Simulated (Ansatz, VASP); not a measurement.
**One calculation of InGa2P3, two programs**

```
In Ga P
1.0
    -1.99426    1.99426    8.53460
     1.99426   -1.99426    8.53460
     1.99426    1.99426   -8.53460
In Ga P
1 2 3
Direct
  0.00000 0.00000 0.00000
  0.67087 0.67087 0.00000
  0.32913 0.32913 0.00000
  0.90741 0.40741 0.50000
  0.25000 0.75000 0.50000
  0.59259 0.09259 0.50000
```

Alike in both runs: functional PBE; k mesh 10 × 10 × 10; occupations gaussian, width 0.02 eV; no spin polarisation.

Ansatz relaxed the structure, and its values are those at the end. VASP's run is a single point on that final structure, the one shown.

```csv
,VASP,Ansatz
version,VASP 6.6.1,Ansatz 0.2.0
potentials or method,"VASP PAW PBE potentials, release 64 (In_d, Ga_d, P), cutoff 520 eV","scalar-relativistic, plane waves, PAW"
valence electrons in the cell,54,54
```

|  | VASP | Ansatz | Ansatz less VASP |
| --- | --- | --- | --- |
| gap on the k mesh at the Fermi level (eV) | 0.98 | 0.99 | +0.003 |
| least direct gap on the mesh (eV) | 0.98 | 0.99 | +0.003 |
| pressure (GPa) | 0.0 | 0.0 | +0.03 |
